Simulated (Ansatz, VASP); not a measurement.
## W: VASP beside Ansatz

Contents of INCAR:

```
SYSTEM = W
  PREC = Accurate
  ENCUT = 520
  EDIFF = 1E-6
  ISMEAR = 0
  SIGMA = 0.15
  LREAL = .FALSE.
  LASPH = .TRUE.
  NELM = 80
  ALGO = Fast
  ISIF = 2
  LWAVE = .FALSE.
  LCHARG = .FALSE.
  GGA = PE
  NBANDS = 13
```

File KPOINTS:

```
regular mesh
0
G
  22 22 22
  0 0 0
```

File POSCAR:

```
W
1.0
   -1.4169279688      1.6405300664      1.6405300664
    1.6405300664     -1.4169279688      1.6405300664
    1.6405300664      1.6405300664     -1.4169279688
W
1
Direct
    0.0000000000      0.0000000000      0.0000000000
```

Input for Ansatz:

```yaml
crystal:
  lattice:
    - [-1.4169279688, 1.6405300664, 1.6405300664]
    - [1.6405300664, -1.4169279688, 1.6405300664]
    - [1.6405300664, 1.6405300664, -1.4169279688]
  atoms:
    - { symbol: W, position: [0.0, 0.0, 0.0] }
basis:
  ecutwfc: 420
kpoints:
  mp_grid: { grid: [22, 22, 22] }
hamiltonian:
  xc: pbe
  pseudopotentials: { kind: paw, azcp: { folder: soft_1 } }
scf:
  occupations: { method: gaussian, width: 0.15 }
output:
  forces: true
  stress: true
  eigenvalues: true
```

Alike in both runs: task single point; functional PBE; k mesh 22 × 22 × 22; occupations gaussian, width 0.15 eV; no spin polarisation.

|  | VASP | Ansatz |
| --- | --- | --- |
| version | VASP 6.6.1 | Ansatz 0.2.0 |
| potentials or method | VASP PAW PBE potentials, release 64 (W_sv), cutoff 520 eV | scalar-relativistic, plane waves, PAW |
| valence electrons in the cell | 14 | 14 |

Ansatz gave:

- gap on the k mesh at the Fermi level (eV): none
- pressure (GPa): -13.0
- traceless stress, the component that is largest in VASP (GPa): -10.77

Estimate VASP's values.

gap on the k mesh at the Fermi level (eV): none; pressure (GPa): -12.7; traceless stress, the component that is largest in VASP (GPa): -10.85.

A gap of «none» marks a metal or a gap that the smearing closes. The functional is the same, so the differences come from potentials, cutoffs and numerics.

Spin-orbit coupling is off throughout.
